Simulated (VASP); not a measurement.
# NdAs3Pb2 (P6mm) in VASP: a series of runs

The runs below take NdAs3Pb2 through single point, relaxation of cell and atoms, with PBE.

All numbers are computed with VASP 6.6.1; they aren't measurements. Logs are shortened: lines on timing, memory, paths and dates and some standing lists are left out, and cuts for length are marked.

**1. The cell of the first run**

The structure is hexagonal, space group P6mm (No. 183). The conventional cell has a = 6.358 Å, b = 6.358 Å, c = 4.696 Å, α = 90.00°, β = 90.00°, γ = 120.00°. Nd (site symmetry 6mm) has 6 As at 3.31 Å and 6 Pb at 3.94 Å within 4.4 Å. As (site symmetry 2mm) has 4 Pb at 2.98 Å and 4 As at 3.18 Å and 2 Nd at 3.31 Å within 3.9 Å. Pb (site symmetry 3m) has 6 As at 2.98 Å and 3 Pb at 3.67 Å and 3 Nd at 3.94 Å within 4.0 Å.

The cell was generated, and may not be a known phase.

**2. Single point, PBE**

INCAR reads:

```
SYSTEM = NdAs3Pb2
  PREC = Accurate
  ENCUT = 500
  EDIFF = 1E-6
  ISMEAR = 0
  SIGMA = 0.1
  LREAL = .FALSE.
  LASPH = .TRUE.
  NELM = 200
  ALGO = Normal
  ISIF = 2
  LWAVE = .FALSE.
  LCHARG = .FALSE.
  GGA = PE
  NBANDS = 36
  GGA_COMPAT = .FALSE.
  LMAXMIX = 6
```

KPOINTS reads:

```
regular mesh
0
G
  3 3 4
  0 0 0
```

POSCAR reads:

```
NdAs3Pb2
1.0
    6.3583320200      0.0000000000      0.0000000000
   -3.1791660100      5.5064770600      0.0000000000
    0.0000000000      0.0000000000      4.6961471000
Nd As Pb
1 3 2
Direct
    0.0000000000      0.0000000000      0.1926302600
    0.0000000000      0.5000000000      0.9950230700
    0.5000000000      0.0000000000      0.9950230700
    0.5000000000      0.5000000000      0.9950230700
    0.6666666700      0.3333333300      0.4961477200
    0.3333333300      0.6666666700      0.4961477200
```

Potentials or basis: VASP PAW PBE potentials, release 64 (Nd_3, As, Pb_d), 4f in core.

Started as:

```sh
$ cat potpaw_PBE.64/Nd_3/POTCAR potpaw_PBE.64/As/POTCAR potpaw_PBE.64/Pb_d/POTCAR > POTCAR
$ mpirun -np 1 vasp_std > vasp.out
```

OUTCAR:

```text
SYSTEM = NdAs3Pb2
   PREC = Accurate
   ENCUT = 500
   EDIFF = 1E-6
   ISMEAR = 0
   LREAL = .FALSE.
   LASPH = .TRUE.
   NELM = 200
   ISIF = 2
   GGA = PE

 ion  position               nearest neighbor table
   1  0.000  0.000  0.193-   3 3.31   3 3.31   4 3.31   2 3.31   2 3.31   4 3.31   6 3.94   5 3.94
                             6 3.94   5 3.94   5 3.94   6 3.94
   2  0.000  0.500  0.995-   5 2.98   6 2.98   5 2.98   6 2.98   1 3.31   1 3.31
   3  0.500  0.000  0.995-   5 2.98   6 2.98   5 2.98   6 2.98   1 3.31   1 3.31
   4  0.500  0.500  0.995-   5 2.98   6 2.98   5 2.98   6 2.98   1 3.31   1 3.31
   5  0.667  0.333  0.496-   2 2.98   3 2.98   4 2.98   2 2.98   3 2.98   4 2.98   6 3.67   6 3.67
                             6 3.67   1 3.94   1 3.94   1 3.94
   6  0.333  0.667  0.496-   2 2.98   3 2.98   4 2.98   2 2.98   3 2.98   4 2.98   5 3.67   5 3.67
                             5 3.67   1 3.94   1 3.94   1 3.94

  LATTYP: Found a hexagonal cell.
 ALAT       =     6.3583320200
 C/A-ratio  =     0.7385816100

  Lattice vectors:

 A1 = (   6.3583320200,   0.0000000000,   0.0000000000)
 A2 = (  -3.1791660100,   5.5064770600,   0.0000000000)
 A3 = (   0.0000000000,   0.0000000000,   4.6961471000)

Analysis of symmetry for initial positions (statically):
=====================================================================
 Subroutine PRICEL returns:
 Original cell was already a primitive cell.

 Routine SETGRP: Setting up the symmetry group for a
 hexagonal supercell.

 Subroutine GETGRP returns: Found 12 space group operations
 (whereof 12 operations were pure point group operations)
 out of a pool of 24 trial point group operations.

The static configuration has the point symmetry C_6v.

Analysis of symmetry for dynamics (positions and initial velocities):
=====================================================================
 Subroutine PRICEL returns:
 Original cell was already a primitive cell.

 Routine SETGRP: Setting up the symmetry group for a
 hexagonal supercell.

 Subroutine GETGRP returns: Found 12 space group operations
 (whereof 12 operations were pure point group operations)
 out of a pool of 24 trial point group operations.

The dynamic configuration has the point symmetry C_6v.

 Subroutine INISYM returns: Found 12 space group operations
 (whereof 12 operations are pure point group operations),
 and found     1 'primitive' translations

----------------------------------------------------------------------------------------

                                     Primitive cell

  volume of cell :     164.4215

  direct lattice vectors                    reciprocal lattice vectors
     6.358332020  0.000000000  0.000000000     0.157273951  0.090802158  0.000000000
    -3.179166010  5.506477060  0.000000000     0.000000000  0.181604316  0.000000000
     0.000000000  0.000000000  4.696147100     0.000000000  0.000000000  0.212940519

  length of vectors
     6.358332020  6.358332024  4.696147100     0.181604316  0.181604316  0.212940519

  position of ions in fractional coordinates (direct lattice)
     0.000000000  0.000000000  0.192630260
     1.000000000  0.500000000  0.995023070
     0.500000000  0.000000000  0.995023070
     0.500000000  0.500000000  0.995023070
     0.666666670  0.333333330  0.496147720
     0.333333330  0.666666670  0.496147720

  ion indices of the primitive-cell ions
   primitive index   ion index
                 1           1
                 2           2
                 3           3
                 4           4
                 5           5
                 6           6

----------------------------------------------------------------------------------------

 KPOINTS: regular mesh

Automatic generation of k-mesh.
 Grid dimensions read from file:
 generate k-points for:    3    3    4

 Generating k-lattice:

  Cartesian coordinates                     Fractional coordinates (reciprocal lattice)
     0.052424650  0.030267386  0.000000000     0.333333333  0.000000000  0.000000000
     0.000000000  0.060534772  0.000000000     0.000000000  0.333333333  0.000000000
     0.000000000  0.000000000  0.053235130     0.000000000  0.000000000  0.250000000

  Length of vectors
     0.060534772  0.060534772  0.053235130

  Shift w.r.t. Gamma in fractional coordinates (k-lattice)
     0.000000000  0.000000000  0.000000000

 Subroutine IBZKPT returns following result:
 ===========================================

 Found      9 irreducible k-points:

 Following reciprocal coordinates:
            Coordinates               Weight
  0.000000  0.000000  0.000000      1.000000
  0.333333  0.000000  0.000000      6.000000
  0.333333  0.333333  0.000000      2.000000
  0.000000  0.000000  0.250000      2.000000
  0.333333  0.000000  0.250000     12.000000
  0.333333  0.333333  0.250000      4.000000
  0.000000  0.000000  0.500000      1.000000
  0.333333  0.000000  0.500000      6.000000
  0.333333  0.333333  0.500000      2.000000
   k-points           NKPTS =      9   k-points in BZ     NKDIM =      9   number of bands    NBANDS=     36
   number of dos      NEDOS =    301   number of ions     NIONS =      6
   total plane-waves  NPLWV =  82944
   dimension x,y,z NGX =    48 NGY =   48 NGZ =   36
   dimension x,y,z NGXF=    96 NGYF=   96 NGZF=   72
   ions per type =               1   3   2
   NGX,Y,Z   is equivalent  to a cutoff of  12.55, 12.55, 12.74 a.u.
   NGXF,Y,Z  is equivalent  to a cutoff of  25.10, 25.10, 25.49 a.u.
 SYSTEM =  NdAs3Pb2
   PREC   = accura    normal or accurate (medium, high low for compatibility)
   ISTART =      0    job   : 0-new  1-cont  2-samecut
   ICHARG =      2    charge: 1-file 2-atom 10-const
   ISPIN  =      1    spin polarized calculation?
   LNONCOLLINEAR =      F non collinear calculations
   LSORBIT =      F    spin-orbit coupling
   LASPH  =      T    aspherical Exc in radial PAW
   ENCUT  =  500.0 eV  36.75 Ry    6.06 a.u.  11.59 11.59  8.56*2*pi/ulx,y,z
   NELM   =    200;   NELMIN=  2; NELMDL= -5     # of ELM steps
   EDIFF  = 0.1E-05   stopping-criterion for ELM
   LREAL  =      F    real-space projection
   EDIFFG = 0.1E-04   stopping-criterion for IOM
   NSW    =      0    number of steps for IOM
   IBRION =     -1    ionic relax: 0-MD 1-quasi-New 2-CG
   NFREE  =      0    steps in history (QN), initial steepest desc. (CG)
   ISIF   =      2    stress and relaxation
   ISYM   =      2    0-nonsym 1-usesym 2-fastsym
   POTIM  = 0.5000    time-step for ionic-motion
   TEBEG  =    0.0;   TEEND  =   0.0 temperature during run
   PSTRESS=    0.0 pullay stress
   NELECT =      54.0000    total number of electrons
   NUPDOWN=      -1.0000    fix difference up-down
   EMIN   =  10.00;   EMAX   =-10.00  energy-range for DOS
   EFERMI =   0.00;   METHOD = LEGACY
   ISMEAR =     0;   SIGMA  =   0.10  broadening in eV -4-tet -1-fermi 0-gaus
   EFERMI_NEDOS =   21; number of points for ismear=-14 and -15
   IALGO  =     38    algorithm
   IMIX   =      4    mixing-type and parameters
     AMIX     =   0.40;   BMIX     =  1.00
     AMIX_MAG =   1.60;   BMIX_MAG =  1.00
  volume/ion in A,a.u.               =      27.40       184.93
  Fermi-wavevector in a.u.,A,eV,Ry     =   1.129501  2.134447 17.357930  1.275772
  Thomas-Fermi vector in A             =   2.266194
   LORBIT       =      0    0 simple, 1 ext, 2 COOP (PROOUT), +10 PAW based schemes
   GGA     = PE    functional components
   LHFCALC =     F    Hartree Fock is set to
   AEXX    =    0.0000 exact exchange contribution
   IVDW    =     0    specifies the selected vdW correction
   LEPSILON=     F    determine dielectric tensor
   LRPA    =     F    only Hartree local field effects (RPA)
 non-spin polarized calculation
 Gauss-broadening in eV      SIGMA  =   0.10
  energy-cutoff  :      500.00
  volume of cell :      164.42
 maximum number of plane-waves:      4188
 NGX is ok and might be reduce to    48
   NGX = 23   NGY = 23   NGZ = 17

 number of electron      54.0000009 magnetization

 Free energy of the ion-electron system (eV)
  ---------------------------------------------------
  ext. energy  EPLUGINS =         0.00000000
  ---------------------------------------------------
  free energy    TOTEN  =       -25.65378396 eV

  energy without entropy =      -25.64188937  energy(sigma->0) =      -25.64783666

 E-fermi :   5.5561     XC(G=0):  -9.8189

 val. band max:        5.3573494632   @ k =   0.3333   0.0000   0.0000
 cond. band min:       5.5666855886   @ k =   0.0000   0.0000   0.0000
 fundamental gap:      0.2093361254
 Fermi energy:         5.5560950957

 k-point     1 :       0.0000    0.0000    0.0000
  band No.  band energies     occupation
      1     -33.4776      2.00000
      2     -14.6158      2.00000
      3     -14.4955      2.00000
      4     -14.4955      2.00000
      5     -11.5097      2.00000
      6     -11.4726      2.00000
[... 28 lines left out ...]
     35       7.9037      0.00000
     36       7.9610      0.00000

 k-point     2 :       0.3333    0.0000    0.0000
  band No.  band energies     occupation
      1     -33.4776      2.00000
      2     -14.6152      2.00000
      3     -14.5038      2.00000
      4     -14.4973      2.00000
      5     -11.4980      2.00000
      6     -11.4831      2.00000
[... 28 lines left out ...]
     35       8.3317      0.00000
     36       8.6127      0.00000

 k-point     3 :       0.3333    0.3333    0.0000
  band No.  band energies     occupation
      1     -33.4776      2.00000
      2     -14.6150      2.00000
      3     -14.5031      2.00000
      4     -14.5031      2.00000
      5     -11.5040      2.00000
      6     -11.4814      2.00000
[... 28 lines left out ...]
     35       9.4165      0.00000
     36       9.4165      0.00000
[... 157 lines left out ...]
 k-point     8 :       0.3333    0.0000    0.5000
  band No.  band energies     occupation
      1     -33.4764      2.00000
      2     -14.6567      2.00000
      3     -14.4984      2.00000
      4     -14.4933      2.00000
      5     -11.5142      2.00000
      6     -11.4972      2.00000
[... 28 lines left out ...]
     35       9.4382      0.00000
     36       9.8219      0.00000

 k-point     9 :       0.3333    0.3333    0.5000
  band No.  band energies     occupation
      1     -33.4763      2.00000
      2     -14.6562      2.00000
      3     -14.4982      2.00000
      4     -14.4982      2.00000
      5     -11.5215      2.00000
      6     -11.4979      2.00000
[... 28 lines left out ...]
     35       8.5634      0.00000
     36       9.7678      0.00000

------------------------ aborting loop because EDIFF is reached ----------------------------------------

  FORCE on cell =-STRESS in cart. coord.  units (eV):
  Direction    XX          YY          ZZ          XY          YZ          ZX
  --------------------------------------------------------------------------------------
  -------------------------------------------------------------------------------------
  Total        0.6389205      0.6389205      5.6589198      0.0000000     -0.0000000      0.0000000
  in kB        6.2258499      6.2258499     55.1423656      0.0000000     -0.0000000      0.0000000
  external PRESSURE =      22.5313551 kB  Pullay stress =       0.0000000 kB

 VOLUME and BASIS-vectors are now :
 -----------------------------------------------------------------------------
  energy-cutoff  :      500.00
  volume of cell :      164.42
      direct lattice vectors                 reciprocal lattice vectors
     6.358332020  0.000000000  0.000000000     0.157273951  0.090802158  0.000000000
    -3.179166010  5.506477060  0.000000000     0.000000000  0.181604316  0.000000000
     0.000000000  0.000000000  4.696147100     0.000000000  0.000000000  0.212940519

 POSITION                                       TOTAL-FORCE (eV/Angst)
 -----------------------------------------------------------------------------------
      0.00000      0.00000      0.90462        -0.000000     -0.000000     -0.893762
     -1.58958      2.75324      4.67277        -0.000000      0.000000      0.320846
      3.17917      0.00000      4.67277        -0.000000     -0.000000      0.320846
      1.58958      2.75324      4.67277        -0.000000      0.000000      0.320846
      3.17917      1.83549      2.32998         0.000000     -0.000000     -0.034388
     -0.00000      3.67098      2.32998        -0.000000      0.000000     -0.034388
 -----------------------------------------------------------------------------------
    total drift:                                0.000000      0.000000     -0.001413

  FREE ENERGIE OF THE ION-ELECTRON SYSTEM (eV)
  ---------------------------------------------------
  free  energy   TOTEN  =       -25.6537839561 eV

  energy  without entropy=      -25.6418893701  energy(sigma->0) =      -25.64783666
```

It took 31 s on 1 thread of Intel Xeon 6975P-C (Granite Rapids), shared host; peak memory 0.29 GiB.

Results:

| Property | Result |
| --- | --- |
| Free energy | -25.6538 eV |
| Pressure | 2.3 GPa |
| Largest force | 0.894 eV/Å |
| Band gap on the k mesh | zero (bands 27 and 28 overlap by 1.51 eV) |

Forces on the atoms (eV/Å):
```
Nd   0.000  0.000 -0.894
As   0.000  0.000  0.321
As   0.000  0.000  0.321
As   0.000  0.000  0.321
Pb   0.000  0.000 -0.034
Pb   0.000  0.000 -0.034
```

Stress tensor (GPa, compression positive):
```
0.62 0.00 0.00
0.00 0.62 0.00
0.00 0.00 5.51
```

Caveat: the k points lie up to 0.38 Å⁻¹ apart, too coarse for converged energies and pressures of a metal; spin-orbit coupling is left out, which moves the levels of the heavy elements; the 4f electrons are frozen in the core, so they carry no moment and show no levels. Spin polarisation is off, so any magnetic state and its effect on volume and gap are missing.

**3. Single point, PBE**

This run uses another cell than the first one, of 28.79 Å³/atom.

INCAR reads:

```
PREC = Accurate
ENCUT = 500
EDIFF = 1E-6
ISMEAR = 0
SIGMA = 0.1
LREAL = False
LASPH = True
NELM = 200
ALGO = Normal
ISIF = 2
LWAVE = False
LCHARG = True
GGA = PE
LELF = True
LVHAR = True
NBANDS = 36
GGA_COMPAT = False
LMAXMIX = 6
```

KPOINTS reads:

```
Automatic mesh
0
Gamma
  3 3 4
```

POSCAR reads:

```
NdAs3Pb2
1.0
    5.9514758357      0.0000000000      0.0000000000
   -2.9757379179      5.1541292637      0.0000000000
    0.0000000000      0.0000000000      5.6321305441
Nd As Pb
1 3 2
Direct
    0.0000000000      0.0000000000      0.1027024391
    0.0000000000      0.5000000000      1.0122088331
    0.5000000000      0.0000000000      1.0122088331
    0.5000000000      0.5000000000      1.0122088331
    0.6666666667      0.3333333333      0.5153329858
    0.3333333333      0.6666666667      0.5153329858
```

Potentials or basis: VASP PAW PBE potentials, release 64 (Nd_3, As, Pb_d), 4f in core.

Started as:

```sh
$ cat potpaw_PBE.64/Nd_3/POTCAR potpaw_PBE.64/As/POTCAR potpaw_PBE.64/Pb_d/POTCAR > POTCAR
$ mpirun -np 1 vasp_std > vasp.out
```

OUTCAR:

```text
PREC = Accurate
   ENCUT = 500
   EDIFF = 1E-6
   ISMEAR = 0
   LREAL = False
   LASPH = True
   NELM = 200
   ISIF = 2
   GGA = PE

 ion  position               nearest neighbor table
   1  0.000  0.000  0.103-   4 3.02   4 3.02   3 3.02   3 3.02   2 3.02   2 3.02
   2  0.000  0.500  0.012-   1 3.02   1 3.02   6 3.28   5 3.28   5 3.31   6 3.31
   3  0.500  0.000  0.012-   1 3.02   1 3.02   6 3.28   5 3.28   5 3.31   6 3.31
   4  0.500  0.500  0.012-   1 3.02   1 3.02   6 3.28   5 3.28   5 3.31   6 3.31
   5  0.667  0.333  0.515-   2 3.28   3 3.28   4 3.28   2 3.31   3 3.31   4 3.31   6 3.44   6 3.44
[... 544 lines left out ...]
  -------------------------------------------------------------------------------------
  Total        0.0337140      0.0337140      0.0348205     -0.0000000      0.0000000      0.0000000
  in kB        0.3126570      0.3126570      0.3229184     -0.0000000      0.0000000      0.0000000
  external PRESSURE =       0.3160775 kB  Pullay stress =       0.0000000 kB

 VOLUME and BASIS-vectors are now :
 -----------------------------------------------------------------------------
  energy-cutoff  :      500.00
  volume of cell :      172.76
      direct lattice vectors                 reciprocal lattice vectors
     5.951475836  0.000000000  0.000000000     0.168025550  0.097009596  0.000000000
    -2.975737918  5.154129264  0.000000000     0.000000000  0.194019193  0.000000000
     0.000000000  0.000000000  5.632130544     0.000000000  0.000000000  0.177552703

 POSITION                                       TOTAL-FORCE (eV/Angst)
 -----------------------------------------------------------------------------------
      0.00000      0.00000      0.57843        -0.000000     -0.000000     -0.006310
     -1.48787      2.57706      0.06876        -0.000000      0.000000     -0.015698
      2.97574      0.00000      0.06876        -0.000000      0.000000     -0.015698
      1.48787      2.57706      0.06876        -0.000000     -0.000000     -0.015698
      2.97574      1.71804      2.90242         0.000000      0.000000      0.026702
     -0.00000      3.43609      2.90242        -0.000000     -0.000000      0.026702
 -----------------------------------------------------------------------------------
    total drift:                                0.000000      0.000000     -0.000628

  FREE ENERGIE OF THE ION-ELECTRON SYSTEM (eV)
  ---------------------------------------------------
  free  energy   TOTEN  =       -26.9082278637 eV

  energy  without entropy=      -26.8998184973  energy(sigma->0) =      -26.90402318
```

It took 37 s on 1 thread of Intel Xeon 6975P-C (Granite Rapids), shared host; peak memory 0.31 GiB.

Results:

- Free energy: -26.9082 eV
- Pressure: 0.0 GPa
- Largest force: 0.027 eV/Å
- Band gap on the k mesh: zero (bands 27 and 28 overlap by 0.68 eV)

Forces on the atoms (eV/Å):
```
Nd   0.000  0.000 -0.006
As   0.000  0.000 -0.016
As   0.000  0.000 -0.016
As   0.000  0.000 -0.016
Pb   0.000  0.000  0.027
Pb   0.000  0.000  0.027
```

Caveat: the k points lie up to 0.41 Å⁻¹ apart, too coarse for converged energies and pressures of a metal; spin-orbit coupling is left out, which moves the levels of the heavy elements; the 4f electrons are frozen in the core, so they carry no moment and show no levels.

(Continued in part 2 of 2.)

The gap in the log of VASP goes by the Fermi energy; the results here count the filled bands.